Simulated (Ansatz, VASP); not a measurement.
Ni: VASP beside Ansatz

```
Ni
1.0
     2.34701    0.00000    0.00000
     0.00000    2.34701    0.00000
     0.00000    0.00000    2.34701
Ni
1
Direct
  0.00000 0.00000 0.00000
```

Alike in both runs: task single point; functional LDA; k mesh 23 × 23 × 23; occupations fermi-dirac, width 0.05 eV; collinear spin.

```csv
,VASP,Ansatz
version,VASP 6.6.1,Ansatz 0.2.0
potentials or method,"VASP PAW LDA potentials, release 64 (Ni), cutoff 520 eV","plane waves (420 eV) with PAW, scalar-relativistic"
valence electrons in the cell,10,18
```

|  | VASP | Ansatz | Ansatz less VASP |
| --- | --- | --- | --- |
| pressure (GPa) | -16.1 | -16.0 | +0.11 |
| net moment per atom (μB) | 0.52 | 0.58 | +0.058 |
| size of the moment on the site where the two differ most (μB) | 0.52 | 0.59 | +0.066 |

Ansatz warns that its potentials were made for another functional, while VASP's fit it. LDA's correlation is that of Perdew and Zunger in VASP and of Perdew and Wang (1992) in Ansatz. Site moments also hang on the region over which each program counts them. VASP's potentials hold 10 valence electrons a cell and Ansatz's 18, so a difference there can come from the potentials and not from the codes.
